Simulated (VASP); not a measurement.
# GaAs (F-43m) in VASP: dielectric tensor with LDA

Aim: the dielectric tensor of GaAs with LDA.

Everything below comes from runs of VASP 6.6.1. Logs are shortened: lines on timing, memory, paths and dates and some standing lists are left out, and cuts for length are marked.

**1. The cell of the first run**

Symmetry: F-43m, No. 216, cubic system. The conventional cell has a = 5.654 Å, b = 5.654 Å, c = 5.654 Å, α = 90.00°, β = 90.00°, γ = 90.00°. Ga (site symmetry -43m) has 4 As at 2.45 Å within 3.2 Å. As (site symmetry -43m) has 4 Ga at 2.45 Å within 3.2 Å.

**2. Dielectric tensor, LDA**

INCAR

```
SYSTEM = GaAs
  PREC = Accurate
  ENCUT = 520
  EDIFF = 1E-8
  ISMEAR = 0
  SIGMA = 0.01
  LREAL = .FALSE.
  LASPH = .TRUE.
  NELM = 100
  ALGO = Normal
  ISIF = 2
  LWAVE = .FALSE.
  LCHARG = .FALSE.
  GGA = CA
  LEPSILON = .TRUE.
```

KPOINTS

```
Automatic mesh
0
G
  8 8 8
  0 0 0
```

POSCAR

```
GaAs
1.0
    0.0000000000      2.8268500000      2.8268500000
    2.8268500000      0.0000000000      2.8268500000
    2.8268500000      2.8268500000      0.0000000000
Ga As
1 1
Direct
    0.0000000000      0.0000000000      0.0000000000
    0.2500000000      0.2500000000      0.2500000000
```

Potentials or basis: VASP PAW LDA potentials, release 64 (Ga_d, As).

Started as:

```bash
cat potpaw_LDA.64/Ga_d/POTCAR potpaw_LDA.64/As/POTCAR > POTCAR
mpirun -np 1 vasp_std > vasp.out
```

OUTCAR:

```text
SYSTEM = GaAs
   PREC = Accurate
   ENCUT = 520
   EDIFF = 1E-8
   ISMEAR = 0
   LREAL = .FALSE.
   LASPH = .TRUE.
   NELM = 100
   ISIF = 2
   GGA = CA
   LEPSILON = .TRUE.

 ion  position               nearest neighbor table
   1  0.000  0.000  0.000-   2 2.45   2 2.45   2 2.45   2 2.45
   2  0.250  0.250  0.250-   1 2.45   1 2.45   1 2.45   1 2.45

  LATTYP: Found a face centered cubic cell.
 ALAT       =     5.6537000000

  Lattice vectors:

 A1 = (   0.0000000000,   2.8268500000,   2.8268500000)
 A2 = (   2.8268500000,   0.0000000000,   2.8268500000)
 A3 = (   2.8268500000,   2.8268500000,   0.0000000000)

Analysis of symmetry for initial positions (statically):
=====================================================================
 Subroutine PRICEL returns:
 Original cell was already a primitive cell.

 Routine SETGRP: Setting up the symmetry group for a
 face centered cubic supercell.

 Subroutine GETGRP returns: Found 24 space group operations
 (whereof 24 operations were pure point group operations)
 out of a pool of 48 trial point group operations.

The static configuration has the point symmetry T_d .

Analysis of symmetry for dynamics (positions and initial velocities):
=====================================================================
 Subroutine PRICEL returns:
 Original cell was already a primitive cell.

 Routine SETGRP: Setting up the symmetry group for a
 face centered cubic supercell.

 Subroutine GETGRP returns: Found 24 space group operations
 (whereof 24 operations were pure point group operations)
 out of a pool of 48 trial point group operations.

The dynamic configuration has the point symmetry T_d .

 Subroutine INISYM returns: Found 24 space group operations
 (whereof 24 operations are pure point group operations),
 and found     1 'primitive' translations

----------------------------------------------------------------------------------------

                                     Primitive cell

  volume of cell :      45.1792

  direct lattice vectors                    reciprocal lattice vectors
     0.000000000  2.826850000  2.826850000    -0.176875321  0.176875321  0.176875321
     2.826850000  0.000000000  2.826850000     0.176875321 -0.176875321  0.176875321
     2.826850000  2.826850000  0.000000000     0.176875321  0.176875321 -0.176875321

  length of vectors
     3.997769609  3.997769609  3.997769609     0.306357042  0.306357042  0.306357042

  position of ions in fractional coordinates (direct lattice)
     0.000000000  0.000000000  0.000000000
     0.250000000  0.250000000  0.250000000

  ion indices of the primitive-cell ions
   primitive index   ion index
                 1           1
                 2           2

----------------------------------------------------------------------------------------

 KPOINTS: Automatic mesh

Automatic generation of k-mesh.
 Grid dimensions read from file:
 generate k-points for:    8    8    8

 Generating k-lattice:

  Cartesian coordinates                     Fractional coordinates (reciprocal lattice)
    -0.022109415  0.022109415  0.022109415     0.125000000  0.000000000  0.000000000
     0.022109415 -0.022109415  0.022109415     0.000000000  0.125000000  0.000000000
     0.022109415  0.022109415 -0.022109415     0.000000000  0.000000000  0.125000000

  Length of vectors
     0.038294630  0.038294630  0.038294630

[... 79 lines left out ...]
   LHFCALC =     F    Hartree Fock is set to
   AEXX    =    0.0000 exact exchange contribution
   IVDW    =     0    specifies the selected vdW correction
   LEPSILON=     T    determine dielectric tensor
   LRPA    =     F    only Hartree local field effects (RPA)
 non-spin polarized calculation
 Gauss-broadening in eV      SIGMA  =   0.01
  energy-cutoff  :      520.00
  volume of cell :       45.18
 maximum number of plane-waves:      1243
 NGX is ok and might be reduce to    30
   NGX = 15   NGY = 15   NGZ = 15

--------------------------------------- Ionic step        1  -------------------------------------------

 number of electron      17.9999995 magnetization

 E-fermi :   3.9014     XC(G=0):  -9.9119

 val. band max:        3.8023507915   @ k =   0.0000   0.0000   0.0000
 cond. band min:       4.1335891107   @ k =   0.0000   0.0000   0.0000
 fundamental gap:      0.3312383192
 Fermi energy:         3.9013684068

 k-point     1 :       0.0000    0.0000    0.0000
  band No.  band energies     occupation
      1     -11.1282      2.00000
      2     -11.1282      2.00000
      3     -11.1282      2.00000
      4     -11.0501      2.00000
      5     -11.0501      2.00000
      6      -8.9621      2.00000
      7       3.8024      2.00000
      8       3.8024      2.00000
      9       3.8024      2.00000
     10       4.1336      0.00000
     11       7.4745      0.00000
     12       7.4745      0.00000
     13       7.4745      0.00000
[... 354 lines left out ...]
  band No.  band energies     occupation
      1     -11.2129      2.00000
      2     -11.1039      2.00000
      3     -11.0963      2.00000
      4     -11.0545      2.00000
      5     -11.0467      2.00000
      6      -6.8556      2.00000
      7      -2.7386      2.00000
      8       0.5402      2.00000
      9       1.8506      2.00000
     10       6.7314      0.00000
     11       7.8735      0.00000
     12      10.0717      0.00000
     13      11.3792      0.00000

 [... further k-points ...]

  FORCE on cell =-STRESS in cart. coord.  units (eV):
  Direction    XX          YY          ZZ          XY          YZ          ZX
  --------------------------------------------------------------------------------------
  -------------------------------------------------------------------------------------
  Total       -0.4576702     -0.4576702     -0.4576702      0.0000000      0.0000000     -0.0000000
  in kB      -16.2302403    -16.2302403    -16.2302403      0.0000000      0.0000000     -0.0000000
  external PRESSURE =     -16.2302403 kB  Pullay stress =       0.0000000 kB

 VOLUME and BASIS-vectors are now :
 -----------------------------------------------------------------------------
  energy-cutoff  :      520.00
  volume of cell :       45.18
      direct lattice vectors                 reciprocal lattice vectors
     0.000000000  2.826850000  2.826850000    -0.176875321  0.176875321  0.176875321
     2.826850000  0.000000000  2.826850000     0.176875321 -0.176875321  0.176875321
     2.826850000  2.826850000  0.000000000     0.176875321  0.176875321 -0.176875321

 POSITION                                       TOTAL-FORCE (eV/Angst)
 -----------------------------------------------------------------------------------
      0.00000      0.00000      0.00000         0.000000      0.000000      0.000000
      1.41342      1.41342      1.41342        -0.000000     -0.000000     -0.000000
 -----------------------------------------------------------------------------------
    total drift:                               -0.000000     -0.000000     -0.000000

  FREE ENERGIE OF THE ION-ELECTRON SYSTEM (eV)
  ---------------------------------------------------
  free  energy   TOTEN  =        -9.6317325264 eV

  energy  without entropy=       -9.6317325264  energy(sigma->0) =       -9.63173253

 HEAD OF MICROSCOPIC STATIC DIELECTRIC TENSOR (INDEPENDENT PARTICLE, excluding Hartree and local field effects)
 ------------------------------------------------------
          71.580602     0.000000    -0.000000
           0.000000    71.580602     0.000000
           0.000000     0.000000    71.580602
 ------------------------------------------------------

 Free energy of the ion-electron system (eV)
  ---------------------------------------------------
  ---------------------------------------------------
  free energy    TOTEN  =        -8.86265048 eV

  energy without entropy =       -8.86265048

------------------------ aborting loop because EDIFF is reached ----------------------------------------

--------------------------------------- Ionic step        2  -------------------------------------------

------------------------ aborting loop because EDIFF is reached ----------------------------------------

--------------------------------------- Ionic step        3  -------------------------------------------

 Free energy of the ion-electron system (eV)
  ---------------------------------------------------
  ---------------------------------------------------
  free energy    TOTEN  =        -8.86264570 eV

  energy without entropy =       -8.86264570

------------------------ aborting loop because EDIFF is reached ----------------------------------------

 PIEZOELECTRIC TENSOR FIELD DIRECTION 3  (e Angst)
 -----------------------------------------------------------------------------
    -0.00088 -3.55602  0.00000           (  0.00001 -0.01752  0.00000)
    -3.55602 -0.00088  0.00000           ( -0.01752  0.00001  0.00000)
     0.00000  0.00000 -0.00045           (  0.00000  0.00000 -0.00000)

 PIEZOELECTRIC TENSOR FIELD DIRECTION 3  (C/m^2)
 -----------------------------------------------------------------------------
    -0.00031 -1.26106  0.00000
    -1.26106 -0.00031  0.00000
     0.00000  0.00000 -0.00016

 MACROSCOPIC STATIC DIELECTRIC TENSOR (including local field effects in DFT)
 ------------------------------------------------------
          70.571175     0.000000    -0.000000
           0.000000    70.571175    -0.000000
          -0.000000    -0.000000    70.571175
 ------------------------------------------------------

 PIEZOELECTRIC TENSOR (including local field effects)  for field in x, y, z        (e  Angst)
          XX          YY          ZZ          XY          YZ          ZX
  --------------------------------------------------------------------------------
  x    -0.00000    -0.00000     0.00000     0.00000    -3.56603     0.00000
  y    -0.00000    -0.00000     0.00000     0.00000     0.00000    -3.56603
  z     0.00000    -0.00000     0.00000    -3.56603     0.00000     0.00000

 PIEZOELECTRIC TENSOR (including local field effects)  for field in x, y, z        (C/m^2)
          XX          YY          ZZ          XY          YZ          ZX
  --------------------------------------------------------------------------------
  x    -0.00000    -0.00000     0.00000     0.00000    -1.26461     0.00000
  y    -0.00000    -0.00000     0.00000     0.00000     0.00000    -1.26461
  z     0.00000    -0.00000     0.00000    -1.26461     0.00000     0.00000

 BORN EFFECTIVE CHARGES (including local field effects) (in |e|, cummulative output)
 ---------------------------------------------------------------------------------
 ion    1
    1     2.36672    -0.00000     0.00000
    2     0.00000     2.36672     0.00000
    3    -0.00000    -0.00000     2.36672
 ion    2
    1    -2.36672     0.00000    -0.00000
    2     0.00000    -2.36672    -0.00000
    3     0.00000     0.00000    -2.36672
```

Run time: 6 min. Hardware: 1 thread of AMD EPYC 7R13 (Zen 3), shared host; peak memory 0.25 GiB.

Results:

```yaml
Band_gap_on_the_k_mesh: 0.33 eV, direct
Electronic_dielectric_tensor_diagonal: 70.57
Born_charges_mean_of_the_diagonal: Ga +2.37; As -2.37 e
```

Electronic dielectric tensor:
```
70.57  0.00  0.00
 0.00 70.57  0.00
 0.00  0.00 70.57
```

Born effective charge tensors (e):
atom 1, Ga
```
2.37 0.00 0.00
0.00 2.37 0.00
0.00 0.00 2.37
```
atom 2, As
```
-2.37  0.00  0.00
 0.00 -2.37  0.00
 0.00  0.00 -2.37
```

Caveat: the gap is small at this level, which inflates the dielectric constant.
